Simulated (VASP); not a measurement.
AlN, 4 atoms in the cell. The cell holds a disordered packing, 4 atoms: a = 4.085 Å, b = 3.756 Å, c = 3.099 Å, α = 92.77°, β = 83.52°, γ = 98.37°. 

```yaml
Program: VASP 6.6.1
Task: single point
Functional: PBE
Potentials_or_basis: VASP PAW PBE potentials, release 64 (Al, N)
Cutoff: 520 eV
k_mesh: 4 × 4 × 5
Occupations: fermi-dirac, width 0.05 eV
Spin: no spin polarisation
Dipole_correction: no
Further_INCAR_settings: ALGO = Normal; EDIFF = 1e-06; NBANDS = 16
```

Potentials or basis: VASP PAW PBE potentials, release 64 (Al, N).

Launch:

```bash
$ cat potpaw_PBE.64/Al/POTCAR potpaw_PBE.64/N/POTCAR > POTCAR
$ mpirun -np 1 vasp_std > vasp.out
```

Hardware: 1 thread of Intel Xeon 8259CL, on a shared host.

Question: Estimate the wall time of this run.

Answer: It took 39 s on 1 thread of Intel Xeon 8259CL, with other jobs on the host, peak memory 0.16 GiB. Counts: scf iterations 14, k points 42.
